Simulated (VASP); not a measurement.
Input of a VASP 6.6.1 run:

File INCAR:

```
SYSTEM = Si
PREC = Accurate
ENCUT = 520
EDIFF = 1E-7
ISMEAR = 0
SIGMA = 0.05
LREAL = .FALSE.
LASPH = .TRUE.
NELM = 60
ALGO = Normal
ISIF = 2
LWAVE = .FALSE.
LCHARG = .FALSE.
GGA = PE
NBANDS = 16
```

The input KPOINTS:

```
regular mesh
0
G
  12 12 12
  0 0 0
```

File POSCAR:

```
Si
1.0
   -3.4498702836      3.4498702836      1.9122630982
    3.4498702836     -3.4498702836      1.9122630982
    3.4498702836      3.4498702836     -1.9122630982
Si
4
Direct
    0.1786105079      0.1786105079      0.3572210158
    0.8213894921      0.8213894921      0.6427789842
    0.1786105079      0.8213894921      0.0000000000
    0.8213894921      0.1786105079      0.0000000000
```

Potentials or basis: VASP PAW PBE potentials, release 64 (Si).

Run with:

```sh
$ cat potpaw_PBE.64/Si/POTCAR > POTCAR
$ mpirun -np 1 vasp_std > vasp.out
```

(1) Predict the pressure.

(2) Estimate the largest force.

(3) Predict the band gap on the k mesh.

## Answers

(1) -3.6 GPa.

(2) 0.384 eV/Å.

(3) 0.22 eV (least direct gap 0.95 eV).

Caveat: the stress differs along the axes, from -6 to 0 GPa.
